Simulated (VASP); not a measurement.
A run of VASP 6.6.1 is set up as follows.

File INCAR:

```
PREC = Accurate
ENCUT = 600
EDIFF = 1E-6
ISMEAR = -1
SIGMA = 0.05
LREAL = False
LASPH = True
NELM = 120
ALGO = Normal
ISIF = 2
LWAVE = False
LCHARG = False
NBANDS = 11
GGA_COMPAT = False
```

Contents of KPOINTS:

```
regular mesh
0
Gamma
  15 15 15
```

POSCAR

```
MgO
1.0
    0.0000000000      1.7038787285      1.7038787285
    1.7038787285      0.0000000000      1.7038787285
    1.7038787285      1.7038787285      0.0000000000
Mg O
1 1
Direct
    0.0000000000      0.0000000000      0.0000000000
    0.5000000000      0.5000000000      0.5000000000
```

Potentials or basis: VASP PAW LDA potentials, release 64 (Mg, O).

The run is started by

```console
$ cat potpaw_LDA.64/Mg/POTCAR potpaw_LDA.64/O/POTCAR > POTCAR
$ mpirun -np 1 vasp_std > vasp.out
```

(1) What does it give for the pressure?

(2) What does it give for the band gap on the k mesh?

Answers

(1) 366.3 GPa.

(2) 8.50 eV (least direct gap 10.90 eV).

Caveat: the cell stands under pressure; an odd mesh through Γ misses points on the zone boundary, where band edges can lie.
